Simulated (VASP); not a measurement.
# TiN (Fm-3m) in VASP: a series of runs

TiN is run at these levels: LDA; tasks: single point.

All numbers are computed with VASP 6.6.1; they aren't measurements. Logs are shortened: lines on timing, memory, paths and dates and some standing lists are left out, and cuts for length are marked.

## 1. The cell of the first run

Symmetry: Fm-3m, No. 225, cubic system. Conventional cell: a = 4.173 Å, b = 4.173 Å, c = 4.173 Å, α = 90.00°, β = 90.00°, γ = 90.00°. Ti (site symmetry m-3m) has 6 N at 2.09 Å within 2.8 Å. N (site symmetry m-3m) has 6 Ti at 2.09 Å within 2.8 Å.

## 2. Single point, LDA

Contents of INCAR:

```
ALGO = Normal ; EDIFF = 1E-7
ENCUT = 520 ; GGA = CA
ISIF = 2 ; ISMEAR = 0
LASPH = True ; LCHARG = False
LREAL = False ; LWAVE = False
NBANDS = 16 ; NELM = 100
PREC = Accurate ; SIGMA = 0.1
```

Contents of KPOINTS:

```
k-points
0
Gamma
  8 8 8
```

Contents of POSCAR:

```
TiN
1.0
    0.0000000000      2.0863609778      2.0863609778
    2.0863609778      0.0000000000      2.0863609778
    2.0863609778      2.0863609778      0.0000000000
Ti N
1 1
Direct
    0.0000000000      0.0000000000      0.0000000000
    0.5000000000      0.5000000000      0.5000000000
```

Potentials or basis: VASP PAW LDA potentials, release 64 (Ti_sv, N).

Launch:

```console
$ cat potpaw_LDA.64/Ti_sv/POTCAR potpaw_LDA.64/N/POTCAR > POTCAR
$ mpirun -np 1 vasp_std > vasp.out
```

OUTCAR:

```text
EDIFF = 1E-7
   ENCUT = 520
   GGA = CA
   ISIF = 2
   ISMEAR = 0
   LASPH = True
   LREAL = False
   NELM = 100
   PREC = Accurate

 ion  position               nearest neighbor table
   1  0.000  0.000  0.000-   2 2.09   2 2.09   2 2.09   2 2.09   2 2.09   2 2.09
   2  0.500  0.500  0.500-   1 2.09   1 2.09   1 2.09   1 2.09   1 2.09   1 2.09

  LATTYP: Found a face centered cubic cell.
 ALAT       =     4.1727219556

  Lattice vectors:

 A1 = (   0.0000000000,   2.0863609778,   2.0863609778)
 A2 = (   2.0863609778,   0.0000000000,   2.0863609778)
 A3 = (   2.0863609778,   2.0863609778,   0.0000000000)

Analysis of symmetry for initial positions (statically):
=====================================================================
 Subroutine PRICEL returns:
 Original cell was already a primitive cell.

 Routine SETGRP: Setting up the symmetry group for a
 face centered cubic supercell.

 Subroutine GETGRP returns: Found 48 space group operations
 (whereof 48 operations were pure point group operations)
 out of a pool of 48 trial point group operations.

The static configuration has the point symmetry O_h .

Analysis of symmetry for dynamics (positions and initial velocities):
=====================================================================
 Subroutine PRICEL returns:
 Original cell was already a primitive cell.

 Routine SETGRP: Setting up the symmetry group for a
 face centered cubic supercell.

 Subroutine GETGRP returns: Found 48 space group operations
 (whereof 48 operations were pure point group operations)
 out of a pool of 48 trial point group operations.

The dynamic configuration has the point symmetry O_h .

 Subroutine INISYM returns: Found 48 space group operations
 (whereof 48 operations are pure point group operations),
 and found     1 'primitive' translations

----------------------------------------------------------------------------------------

                                     Primitive cell

  volume of cell :      18.1635

  direct lattice vectors                    reciprocal lattice vectors
     0.000000000  2.086360978  2.086360978    -0.239651721  0.239651721  0.239651721
     2.086360978  0.000000000  2.086360978     0.239651721 -0.239651721  0.239651721
     2.086360978  2.086360978  0.000000000     0.239651721  0.239651721 -0.239651721

  length of vectors
     2.950559991  2.950559991  2.950559991     0.415088958  0.415088958  0.415088958

  position of ions in fractional coordinates (direct lattice)
     0.000000000  0.000000000  0.000000000
     0.500000000  0.500000000  0.500000000

  ion indices of the primitive-cell ions
   primitive index   ion index
                 1           1
                 2           2

----------------------------------------------------------------------------------------

 KPOINTS: k-points

Automatic generation of k-mesh.
 Grid dimensions read from file:
 generate k-points for:    8    8    8

 Generating k-lattice:

  Cartesian coordinates                     Fractional coordinates (reciprocal lattice)
    -0.029956465  0.029956465  0.029956465     0.125000000  0.000000000  0.000000000
     0.029956465 -0.029956465  0.029956465     0.000000000  0.125000000  0.000000000
     0.029956465  0.029956465 -0.029956465     0.000000000  0.000000000  0.125000000

  Length of vectors
     0.051886120  0.051886120  0.051886120

  Shift w.r.t. Gamma in fractional coordinates (k-lattice)
     0.000000000  0.000000000  0.000000000

 Subroutine IBZKPT returns following result:
 ===========================================

 Found     29 irreducible k-points:

 Following reciprocal coordinates:
            Coordinates               Weight
  0.000000  0.000000  0.000000      1.000000
  0.125000  0.000000  0.000000      8.000000
  0.250000  0.000000  0.000000      8.000000
  0.375000  0.000000  0.000000      8.000000
  0.500000  0.000000  0.000000      4.000000
  0.125000  0.125000  0.000000      6.000000
[... 16 lines left out ...]
  0.500000  0.250000  0.125000     48.000000
 -0.375000  0.250000  0.125000     24.000000
 [... further k-points ...]
   k-points           NKPTS =     29   k-points in BZ     NKDIM =     29   number of bands    NBANDS=     16
   number of dos      NEDOS =    301   number of ions     NIONS =      2
   total plane-waves  NPLWV =  13824
   dimension x,y,z NGX =    24 NGY =   24 NGZ =   24
   dimension x,y,z NGXF=    48 NGYF=   48 NGZF=   48
   ions per type =               1   1
   NGX,Y,Z   is equivalent  to a cutoff of  13.52, 13.52, 13.52 a.u.
   NGXF,Y,Z  is equivalent  to a cutoff of  27.05, 27.05, 27.05 a.u.
 SYSTEM =  unknown system
   PREC   = accura    normal or accurate (medium, high low for compatibility)
   ISTART =      0    job   : 0-new  1-cont  2-samecut
   ICHARG =      2    charge: 1-file 2-atom 10-const
   ISPIN  =      1    spin polarized calculation?
   LNONCOLLINEAR =      F non collinear calculations
   LSORBIT =      F    spin-orbit coupling
   LASPH  =      T    aspherical Exc in radial PAW
   ENCUT  =  520.0 eV  38.22 Ry    6.18 a.u.   5.49  5.49  5.49*2*pi/ulx,y,z
   NELM   =    100;   NELMIN=  2; NELMDL= -5     # of ELM steps
   EDIFF  = 0.1E-06   stopping-criterion for ELM
   LREAL  =      F    real-space projection
   EDIFFG = 0.1E-05   stopping-criterion for IOM
   NSW    =      0    number of steps for IOM
   IBRION =     -1    ionic relax: 0-MD 1-quasi-New 2-CG
   NFREE  =      0    steps in history (QN), initial steepest desc. (CG)
   ISIF   =      2    stress and relaxation
   ISYM   =      2    0-nonsym 1-usesym 2-fastsym
   POTIM  = 0.5000    time-step for ionic-motion
   TEBEG  =    0.0;   TEEND  =   0.0 temperature during run
   PSTRESS=    0.0 pullay stress
   NELECT =      17.0000    total number of electrons
   NUPDOWN=      -1.0000    fix difference up-down
   EMIN   =  10.00;   EMAX   =-10.00  energy-range for DOS
   EFERMI =   0.00;   METHOD = LEGACY
   ISMEAR =     0;   SIGMA  =   0.10  broadening in eV -4-tet -1-fermi 0-gaus
   EFERMI_NEDOS =   21; number of points for ismear=-14 and -15
   IALGO  =     38    algorithm
   IMIX   =      4    mixing-type and parameters
     AMIX     =   0.40;   BMIX     =  1.00
     AMIX_MAG =   1.60;   BMIX_MAG =  1.00
  volume/ion in A,a.u.               =       9.08        61.29
  Fermi-wavevector in a.u.,A,eV,Ry     =   1.601370  3.026151 34.890588  2.564386
  Thomas-Fermi vector in A             =   2.698359
   LORBIT       =      0    0 simple, 1 ext, 2 COOP (PROOUT), +10 PAW based schemes
   GGA     = CA    functional components
   LHFCALC =     F    Hartree Fock is set to
   AEXX    =    0.0000 exact exchange contribution
   IVDW    =     0    specifies the selected vdW correction
   LEPSILON=     F    determine dielectric tensor
   LRPA    =     F    only Hartree local field effects (RPA)
 non-spin polarized calculation
 Gauss-broadening in eV      SIGMA  =   0.10
  energy-cutoff  :      520.00
  volume of cell :       18.16
 maximum number of plane-waves:       531
 NGX is ok and might be reduce to    24
   NGX = 11   NGY = 11   NGZ = 11

 number of electron      16.9999996 magnetization

 Free energy of the ion-electron system (eV)
  ---------------------------------------------------
  ext. energy  EPLUGINS =         0.00000000
  ---------------------------------------------------
  free energy    TOTEN  =       -21.66202603 eV

  energy without entropy =      -21.65360239  energy(sigma->0) =      -21.65781421

 E-fermi :  11.8739     XC(G=0): -13.6428

 val. band max:       11.8669069904   @ k =   0.3750   0.1250   0.0000
 cond. band min:      11.8986262286   @ k =  -0.3750   0.3750   0.1250
 fundamental gap:      0.0317192382
 Fermi energy:        11.8738864716

 k-point     1 :       0.0000    0.0000    0.0000
  band No.  band energies     occupation
      1     -45.2072      2.00000
      2     -21.5236      2.00000
      3     -21.5236      2.00000
      4     -21.5236      2.00000
      5      -5.2765      2.00000
      6       9.7909      2.00000
[... 8 lines left out ...]
     15      25.1856      0.00000
     16      32.3303      0.00000

 k-point     2 :       0.1250    0.0000    0.0000
  band No.  band energies     occupation
      1     -45.1886      2.00000
      2     -21.6472      2.00000
      3     -21.5334      2.00000
      4     -21.5334      2.00000
      5      -4.9461      2.00000
      6       8.3606      2.00000
[... 8 lines left out ...]
     15      25.4179      0.00000
     16      31.8200      0.00000

 k-point     3 :       0.2500    0.0000    0.0000
  band No.  band energies     occupation
      1     -45.1434      2.00000
      2     -21.9361      2.00000
      3     -21.5571      2.00000
      4     -21.5571      2.00000
      5      -4.0828      2.00000
      6       6.1632      2.00000
[... 8 lines left out ...]
     15      25.2124      0.00000
     16      29.9706      0.00000

 k-point     4 :       0.3750    0.0000    0.0000
  band No.  band energies     occupation
      1     -45.0978      2.00000
      2     -22.2129      2.00000
      3     -21.5806      2.00000
      4     -21.5806      2.00000
      5      -3.0526      2.00000
      6       4.2926      2.00000
[... 8 lines left out ...]
     15      25.6255      0.00000
     16      27.7715      0.00000
[... 324 lines left out ...]
 k-point    22 :       0.3750    0.2500    0.1250
  band No.  band energies     occupation
      1     -45.1098      2.00000
      2     -21.9875      2.00000
      3     -21.6995      2.00000
      4     -21.5974      2.00000
      5      -3.7214      2.00000
      6       5.3144      2.00000
[... 8 lines left out ...]
     15      25.2940      0.00000
     16      27.5784      0.00000

 k-point    23 :       0.5000    0.2500    0.1250
  band No.  band energies     occupation
      1     -45.0732      2.00000
      2     -22.1314      2.00000
      3     -21.7712      2.00000
      4     -21.6346      2.00000
      5      -3.1636      2.00000
      6       4.7407      2.00000
[... 8 lines left out ...]
     15      24.9400      0.00000
     16      26.4499      0.00000

 k-point    24 :      -0.3750    0.2500    0.1250
  band No.  band energies     occupation
      1     -45.0579      2.00000
      2     -22.1936      2.00000
      3     -21.7894      2.00000
      4     -21.6577      2.00000
      5      -2.9211      2.00000
      6       4.5044      2.00000
[... 8 lines left out ...]
     15      25.1668      0.00000
     16      26.1873      0.00000

 [... further k-points ...]
[... 5 lines left out ...]
  --------------------------------------------------------------------------------------
  -------------------------------------------------------------------------------------
  Total        0.1158625      0.1158625      0.1158625      0.0000000      0.0000000      0.0000000
  in kB       10.2200955     10.2200955     10.2200955      0.0000000      0.0000000      0.0000000
  external PRESSURE =      10.2200955 kB  Pullay stress =       0.0000000 kB

 VOLUME and BASIS-vectors are now :
 -----------------------------------------------------------------------------
  energy-cutoff  :      520.00
  volume of cell :       18.16
      direct lattice vectors                 reciprocal lattice vectors
     0.000000000  2.086360978  2.086360978    -0.239651721  0.239651721  0.239651721
     2.086360978  0.000000000  2.086360978     0.239651721 -0.239651721  0.239651721
     2.086360978  2.086360978  0.000000000     0.239651721  0.239651721 -0.239651721

 POSITION                                       TOTAL-FORCE (eV/Angst)
 -----------------------------------------------------------------------------------
      0.00000      0.00000      0.00000        -0.000000     -0.000000     -0.000000
      2.08636      2.08636      2.08636         0.000000      0.000000      0.000000
 -----------------------------------------------------------------------------------
    total drift:                                0.000000     -0.000000     -0.000000

  FREE ENERGIE OF THE ION-ELECTRON SYSTEM (eV)
  ---------------------------------------------------
  free  energy   TOTEN  =       -21.6620260327 eV

  energy  without entropy=      -21.6536023858  energy(sigma->0) =      -21.65781421
```

Run time: 13 s. Hardware: 1 thread of AMD EPYC 9R45 (Zen 5), shared host; peak memory 0.09 GiB.

Results:

- Free energy: -21.6620 eV
- Pressure: 1.0 GPa
- Band gap on the k mesh: zero (an odd number of electrons rules out a gap without spin polarisation)

## 3. Single point, LDA

This run uses another cell than the first one, of 9.51 Å³/atom.

Contents of INCAR:

```
  PREC = Accurate
  ENCUT = 520
  EDIFF = 1E-7
  ISMEAR = 0
  SIGMA = 0.1
  LREAL = F
  LASPH = T
  NELM = 100
  ALGO = Normal
  ISIF = 2
  LWAVE = F
  LCHARG = F
  GGA = CA
  NBANDS = 16
```

Contents of KPOINTS:

```
regular mesh
0
Gamma
  8 8 8
```

Contents of POSCAR:

```
TiN
1.0
    0.0000000000      2.1190000000      2.1190000000
    2.1190000000      0.0000000000      2.1190000000
    2.1190000000      2.1190000000      0.0000000000
Ti N
1 1
Direct
    0.0000000000      0.0000000000      0.0000000000
    0.5000000000      0.5000000000      0.5000000000
```

Potentials or basis: VASP PAW LDA potentials, release 64 (Ti_sv, N).

Launch:

```console
$ cat potpaw_LDA.64/Ti_sv/POTCAR potpaw_LDA.64/N/POTCAR > POTCAR
$ mpirun -np 1 vasp_std > vasp.out
```

It took 16 s on 1 thread of AMD EPYC 9R45 (Zen 5), shared host; peak memory 0.09 GiB.

It converged, with:

```
Free energy            : -21.6303 eV
Pressure               : -12.5 GPa
Band gap on the k mesh : zero (an odd number of electrons rules out a gap without spin polarisation)
```

Levels at points of the mesh, in eV from the Fermi level:
```
           k point  band 5  band 6  band 7  band 8  band 9  band 10  band 11  band 12  band 13  band 14
(0.00, 0.00, 0.00)  -16.86   -2.02   -2.02   -2.02   -0.65    -0.65    -0.65     0.55     0.55     5.57
(0.50, 0.00, 0.00)  -14.33   -8.08   -5.50   -5.50    1.68     1.68     2.37     5.76     5.76     6.12
(0.50, 0.50, 0.00)  -15.44   -5.79   -3.20   -3.20   -3.12     1.63     2.40     2.40     3.68    10.60
```

Caveat: the cell stands under tension.
